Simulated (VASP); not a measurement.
Set up this calculation in VASP 6.6.1, as the native input.

- Task: single point
- Functional: PBE
- Potentials or basis: VASP PAW PBE potentials, release 64 (Si, Pd, Pt)
- Cutoff: 520 eV
- k mesh: 6 × 6 × 4
- Occupations: gaussian, width 0.1 eV
- Spin: no spin polarisation
- Dipole correction: no
- Further INCAR settings: ALGO = Normal; EDIFF = 1e-07; NBANDS = 30

The structure of SiPd3Pt lies in POSCAR:

```
SiPd3Pt
1.0
    5.1650152737      0.0000000036      0.0000000000
   -2.5825076400      4.4730344362      0.0000000000
    0.0000000000      0.0000000000      4.4872177375
Si Pd Pt
1 3 1
Direct
    0.0000000000      0.0000000000      0.0000000000
    0.5000000000      0.0000000000      0.0000000000
    0.0000000000      0.5000000000      0.0000000000
    0.5000000000      0.5000000000      0.0000000000
    0.0000000000      0.0000000000      0.5000000000
```

The cell was built from a structure type or drawn by symmetry, and may not be a known phase.

These files were run (other wordings do the same):

INCAR

```
SYSTEM = SiPd3Pt
ALGO = Normal ; EDIFF = 1E-7
ENCUT = 520 ; GGA = PE
ISIF = 2 ; ISMEAR = 0
LASPH = .True. ; LCHARG = .True.
LELF = .True. ; LREAL = .False.
LVHAR = .True. ; LWAVE = .False.
NBANDS = 30 ; NELM = 100
PREC = Accurate ; SIGMA = 0.1
```

KPOINTS

```
k-points
0
Gamma
  6 6 4
  0 0 0
```

Potentials or basis: VASP PAW PBE potentials, release 64 (Si, Pd, Pt).

The run is started by

```sh
$ cat potpaw_PBE.64/Si/POTCAR potpaw_PBE.64/Pd/POTCAR potpaw_PBE.64/Pt/POTCAR > POTCAR
$ mpirun -np 1 vasp_std > vasp.out
```

It gave:

| Property | Result |
| --- | --- |
| Pressure | -0.1 GPa |
| Band gap on the k mesh | zero (bands 22 and 23 overlap by 1.25 eV) |

Caveat: spin-orbit coupling is left out, which moves the levels of the heavy elements.

Run time: 29 s on 1 thread of Intel(R) Xeon(R) 6975P-C (Granite Rapids), with other jobs on the host, peak memory 0.26 GiB.
